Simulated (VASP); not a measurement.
# Al (C2/m) in VASP: single point with PBE

Aim: the single point of Al with PBE.

Program: VASP 6.6.1. These are calculated values, not measurements. Logs are shortened: lines on timing, memory, paths and dates and some standing lists are left out, and cuts for length are marked.

### 1 The cell of the first run

The structure is monoclinic, space group C2/m (No. 12). The conventional cell has a = 3.868 Å, b = 3.868 Å, c = 2.870 Å, α = 90.00°, β = 132.06°, γ = 90.00°. Within 3.6 Å of Al (site symmetry 2/m) lie 12 Al at 2.73 to 2.88 Å.

### 2 Single point, PBE

File INCAR:

```
SYSTEM = Al
PREC = Accurate
ENCUT = 520
EDIFF = 1E-7
ISMEAR = 0
SIGMA = 0.1
LREAL = .False.
LASPH = .True.
NELM = 100
ALGO = Normal
ISIF = 2
LWAVE = .False.
LCHARG = .True.
GGA = PE
LELF = .True.
LVHAR = .True.
NBANDS = 10
```

File KPOINTS:

```
regular mesh
0
Gamma
  9 9 16
  0 0 0
```

File POSCAR:

```
Al
1.0
    3.8676927454      0.0000000000      0.0101541575
    0.0000000000      3.8677060746      0.0000000000
   -1.9282564934      0.0000000000      2.1254381833
Al
2
Direct
    0.0000000000      0.0000000000      0.0000000000
    0.5000000000      0.5000000000      0.0000000000
```

Potentials or basis: VASP PAW PBE potentials, release 64 (Al).

Run with:

```console
$ cat potpaw_PBE.64/Al/POTCAR > POTCAR
$ mpirun -np 1 vasp_std > vasp.out
```

OUTCAR:

```text
SYSTEM = Al
   PREC = Accurate
   ENCUT = 520
   EDIFF = 1E-7
   ISMEAR = 0
   LREAL = .False.
   LASPH = .True.
   NELM = 100
   ISIF = 2
   GGA = PE

 ion  position               nearest neighbor table
   1  0.000  0.000  0.000-   2 2.73   2 2.73   2 2.73   2 2.73   2 2.88   2 2.88   2 2.88   2 2.88

   2  0.500  0.500  0.000-   1 2.73   1 2.73   1 2.73   1 2.73   1 2.88   1 2.88   1 2.88   1 2.88

  LATTYP: Found a simple monoclinic cell.
 ALAT       =     2.8697840642
 B/A-ratio  =     1.3477341807
 C/A-ratio  =     1.0052382601
 COS(beta)  =    -0.0965525018

  Lattice vectors:

 A1 = (  -1.9282564934,   0.0000000000,   2.1254381833)
 A2 = (   0.0000000000,   3.8677060746,   0.0000000000)
 A3 = (  -1.9394362520,   0.0000000000,  -2.1355923408)

Analysis of symmetry for initial positions (statically):
=====================================================================
 Subroutine PRICEL returns following result:

  LATTYP: Found a base centered monoclinic cell.
 ALAT       =     3.8677060746
 B/A-ratio  =     1.0000000000
 C/A-ratio  =     0.7419860788
 COS(beta)  =    -0.6699701944

  Lattice vectors:

 A1 = (   1.9338463727,  -1.9338530373,   0.0050770788)
 A2 = (   1.9338463727,   1.9338530373,   0.0050770788)
 A3 = (  -1.9282564934,   0.0000000000,   2.1254381833)

   2 primitive cells build up your supercell.

 Routine SETGRP: Setting up the symmetry group for a
 simple monoclinic supercell.

 Subroutine GETGRP returns: Found  4 space group operations
 (whereof  4 operations were pure point group operations)
 out of a pool of  4 trial point group operations.

The static configuration has the point symmetry C_2h.

Analysis of symmetry for dynamics (positions and initial velocities):
=====================================================================
 Subroutine PRICEL returns following result:

  LATTYP: Found a base centered monoclinic cell.
 ALAT       =     3.8677060746
 B/A-ratio  =     1.0000000000
 C/A-ratio  =     0.7419860788
 COS(beta)  =    -0.6699701944

  Lattice vectors:

 A1 = (   1.9338463727,  -1.9338530373,   0.0050770788)
 A2 = (   1.9338463727,   1.9338530373,   0.0050770788)
 A3 = (  -1.9282564934,   0.0000000000,   2.1254381833)

   2 primitive cells build up your supercell.

 Routine SETGRP: Setting up the symmetry group for a
 simple monoclinic supercell.

 Subroutine GETGRP returns: Found  4 space group operations
 (whereof  4 operations were pure point group operations)
 out of a pool of  4 trial point group operations.

The dynamic configuration has the point symmetry C_2h.

 Subroutine INISYM returns: Found  4 space group operations
 (whereof  4 operations are pure point group operations),
 and found     2 'primitive' translations

----------------------------------------------------------------------------------------

                                     Primitive cell

  volume of cell :      15.9352

  direct lattice vectors                    reciprocal lattice vectors
     1.933846373 -1.933853037  0.005077079     0.257937719 -0.258551188  0.234008255
     1.933846373  1.933853037  0.005077079     0.257937719  0.258551188  0.234008255
    -1.928256493  0.000000000  2.125438183    -0.001232282  0.000000000  0.469373257

  length of vectors
     2.734881193  2.734881193  2.869784064     0.433751596  0.433751596  0.469374875

  position of ions in fractional coordinates (direct lattice)
     0.000000000  0.000000000  0.000000000

  ion indices of the primitive-cell ions
   primitive index   ion index
                 1           1

----------------------------------------------------------------------------------------

 KPOINTS: regular mesh

Automatic generation of k-mesh.
 Grid dimensions read from file:
 generate k-points for:    9    9   16

 Generating k-lattice:

  Cartesian coordinates                     Fractional coordinates (reciprocal lattice)
     0.028659747  0.000000000  0.026000917     0.111111111  0.000000000 -0.000000000
     0.000000000  0.028727910  0.000000000     0.000000000  0.111111111  0.000000000
    -0.000077018  0.000000000  0.029335829    -0.000000000  0.000000000  0.062500000

  Length of vectors
     0.038696625  0.028727910  0.029335930

  Shift w.r.t. Gamma in fractional coordinates (k-lattice)
     0.000000000  0.000000000  0.000000000

 Subroutine IBZKPT returns following result:
 ===========================================

 Found    365 irreducible k-points:

 Following reciprocal coordinates:
            Coordinates               Weight
  0.000000  0.000000  0.000000      1.000000
  0.111111  0.000000  0.000000      2.000000
  0.222222  0.000000 -0.000000      2.000000
  0.333333  0.000000 -0.000000      2.000000
  0.444444  0.000000 -0.000000      2.000000
  0.000000  0.111111  0.000000      2.000000
[... 16 lines left out ...]
  0.222222  0.444444 -0.000000      4.000000
  0.333333  0.444444 -0.000000      4.000000
 [... further k-points ...]
   k-points           NKPTS =    365   k-points in BZ     NKDIM =    365   number of bands    NBANDS=     10
   number of dos      NEDOS =    301   number of ions     NIONS =      2
   total plane-waves  NPLWV =  21600
   dimension x,y,z NGX =    30 NGY =   30 NGZ =   24
   dimension x,y,z NGXF=    60 NGYF=   60 NGZF=   48
   ions per type =               2
   NGX,Y,Z   is equivalent  to a cutoff of  12.89, 12.89, 13.90 a.u.
   NGXF,Y,Z  is equivalent  to a cutoff of  25.79, 25.79, 27.81 a.u.
 SYSTEM =  Al
   PREC   = accura    normal or accurate (medium, high low for compatibility)
   ISTART =      0    job   : 0-new  1-cont  2-samecut
   ICHARG =      2    charge: 1-file 2-atom 10-const
   ISPIN  =      1    spin polarized calculation?
   LNONCOLLINEAR =      F non collinear calculations
   LSORBIT =      F    spin-orbit coupling
   LASPH  =      T    aspherical Exc in radial PAW
   ENCUT  =  520.0 eV  38.22 Ry    6.18 a.u.   7.19  7.19  5.34*2*pi/ulx,y,z
   NELM   =    100;   NELMIN=  2; NELMDL= -5     # of ELM steps
   EDIFF  = 0.1E-06   stopping-criterion for ELM
   LREAL  =      F    real-space projection
   EDIFFG = 0.1E-05   stopping-criterion for IOM
   NSW    =      0    number of steps for IOM
   IBRION =     -1    ionic relax: 0-MD 1-quasi-New 2-CG
   NFREE  =      0    steps in history (QN), initial steepest desc. (CG)
   ISIF   =      2    stress and relaxation
   ISYM   =      2    0-nonsym 1-usesym 2-fastsym
   POTIM  = 0.5000    time-step for ionic-motion
   TEBEG  =    0.0;   TEEND  =   0.0 temperature during run
   PSTRESS=    0.0 pullay stress
   NELECT =       6.0000    total number of electrons
   NUPDOWN=      -1.0000    fix difference up-down
   EMIN   =  10.00;   EMAX   =-10.00  energy-range for DOS
   EFERMI =   0.00;   METHOD = LEGACY
   ISMEAR =     0;   SIGMA  =   0.10  broadening in eV -4-tet -1-fermi 0-gaus
   EFERMI_NEDOS =   21; number of points for ismear=-14 and -15
   IALGO  =     38    algorithm
   IMIX   =      4    mixing-type and parameters
     AMIX     =   0.40;   BMIX     =  1.00
     AMIX_MAG =   1.60;   BMIX_MAG =  1.00
  volume/ion in A,a.u.               =      15.94       107.54
  Fermi-wavevector in a.u.,A,eV,Ry     =   0.938274  1.773080 11.977992  0.880358
  Thomas-Fermi vector in A             =   2.065469
   LORBIT       =      0    0 simple, 1 ext, 2 COOP (PROOUT), +10 PAW based schemes
   GGA     = PE    functional components
   LHFCALC =     F    Hartree Fock is set to
   AEXX    =    0.0000 exact exchange contribution
   IVDW    =     0    specifies the selected vdW correction
   LEPSILON=     F    determine dielectric tensor
   LRPA    =     F    only Hartree local field effects (RPA)
 non-spin polarized calculation
 Gauss-broadening in eV      SIGMA  =   0.10
  energy-cutoff  :      520.00
  volume of cell :       31.87
 maximum number of plane-waves:       875
 NGX is ok and might be reduce to    30
   NGX = 15   NGY = 15   NGZ = 11

 number of electron       6.0000000 magnetization

 Free energy of the ion-electron system (eV)
  ---------------------------------------------------
  ext. energy  EPLUGINS =         0.00000000
  ---------------------------------------------------
  free energy    TOTEN  =        -7.45677692 eV

  energy without entropy =       -7.45424973  energy(sigma->0) =       -7.45551333

 E-fermi :   8.3755     XC(G=0): -10.3227

 val. band max:        8.3741925544   @ k =   0.4444   0.2222   0.1250
 cond. band min:       8.3777479711   @ k =  -0.4444   0.0000   0.0625
 fundamental gap:      0.0035554167
 Fermi energy:         8.3754542378

 k-point     1 :       0.0000    0.0000    0.0000
  band No.  band energies     occupation
      1      -3.0086      2.00000
      2       5.8614      2.00000
      3       7.4382      2.00000
      4      13.2491      0.00000
      5      13.3690      0.00000
      6      13.9793      0.00000
      7      17.1888      0.00000
      8      20.5455      0.00000
      9      21.6742      0.00000
     10      21.6815      0.00000

 k-point     2 :       0.1111    0.0000    0.0000
  band No.  band energies     occupation
      1      -2.7871      2.00000
      2       6.0622      2.00000
      3       7.6409      2.00000
      4      10.4770      0.00000
      5      13.7487      0.00000
      6      15.3670      0.00000
      7      18.6083      0.00000
      8      18.9415      0.00000
      9      19.8117      0.00000
     10      21.4482      0.00000

 k-point     3 :       0.2222    0.0000   -0.0000
  band No.  band energies     occupation
      1      -2.1246      2.00000
      2       6.6650      2.00000
      3       7.3423      2.00000
      4       8.4498      0.29336
      5      14.1546      0.00000
      6      15.7249      0.00000
      7      16.4496      0.00000
      8      17.3224      0.00000
      9      21.2927      0.00000
     10      21.9202      0.00000
[... 248 lines left out ...]
 k-point    23 :       0.2222    0.4444   -0.0000
  band No.  band energies     occupation
      1      -0.1968      2.00000
      2       0.8751      2.00000
      3       9.2732      0.00000
      4      10.2888      0.00000
      5      15.8164      0.00000
      6      16.7610      0.00000
      7      17.3163      0.00000
      8      18.3152      0.00000
      9      19.0958      0.00000
     10      20.1811      0.00000

 k-point    24 :       0.3333    0.4444   -0.0000
  band No.  band energies     occupation
      1       0.8850      2.00000
      2       1.9480      2.00000
      3       6.6105      2.00000
      4       7.6383      2.00000
      5      16.5475      0.00000
      6      17.4823      0.00000
      7      18.2531      0.00000
      8      19.4891      0.00000
      9      20.1828      0.00000
     10      20.2688      0.00000

 [... further k-points ...]

------------------------ aborting loop because EDIFF is reached ----------------------------------------

  FORCE on cell =-STRESS in cart. coord.  units (eV):
  Direction    XX          YY          ZZ          XY          YZ          ZX
  --------------------------------------------------------------------------------------
  -------------------------------------------------------------------------------------
  Total        1.0590732      1.1156319     -0.0082058      0.0000000      0.0000000      0.0033401
  in kB       53.2414003     56.0847018     -0.4125173      0.0000000      0.0000000      0.1679126
  external PRESSURE =      36.3045283 kB  Pullay stress =       0.0000000 kB

 VOLUME and BASIS-vectors are now :
 -----------------------------------------------------------------------------
  energy-cutoff  :      520.00
  volume of cell :       31.87
      direct lattice vectors                 reciprocal lattice vectors
     3.867692745  0.000000000  0.010154158     0.257937719  0.000000000  0.234008255
     0.000000000  3.867706075  0.000000000     0.000000000  0.258551188  0.000000000
    -1.928256493  0.000000000  2.125438183    -0.001232282  0.000000000  0.469373257

 POSITION                                       TOTAL-FORCE (eV/Angst)
 -----------------------------------------------------------------------------------
      0.00000      0.00000      0.00000         0.000000      0.000000      0.000000
      1.93385      1.93385      0.00508        -0.000000     -0.000000     -0.000000
 -----------------------------------------------------------------------------------
    total drift:                                0.000000     -0.000000      0.000000

  FREE ENERGIE OF THE ION-ELECTRON SYSTEM (eV)
  ---------------------------------------------------
  free  energy   TOTEN  =        -7.4567769241 eV

  energy  without entropy=       -7.4542497338  energy(sigma->0) =       -7.45551333
```

Wall time 2.7 min (1 thread of Intel Xeon 6975P-C, shared host); peak memory 0.21 GiB.

Results:

```
Free energy            : -7.4568 eV
Pressure               : 3.6 GPa
Band gap on the k mesh : zero (band 3 reaches 14.88 eV, above the bottom of band 4 at 4.45 eV)
```

Stress tensor (GPa, compression positive):
```
 5.32  0.00  0.02
 0.00  5.61  0.00
 0.02  0.00 -0.04
```

Levels at points of the mesh, in eV from the Fermi level:
| k point | band 1 | band 2 | band 3 | band 4 | band 5 | band 6 | band 7 | band 8 |
| --- | --- | --- | --- | --- | --- | --- | --- | --- |
| (0.00, 0.00, 0.00) | -11.38 | -2.51 | -0.94 | 4.87 | 4.99 | 5.60 | 8.81 | 12.17 |
| (0.00, 0.00, 0.50) | -3.88 | -2.93 | -2.51 | -0.94 | 4.89 | 5.00 | 5.59 | 6.04 |
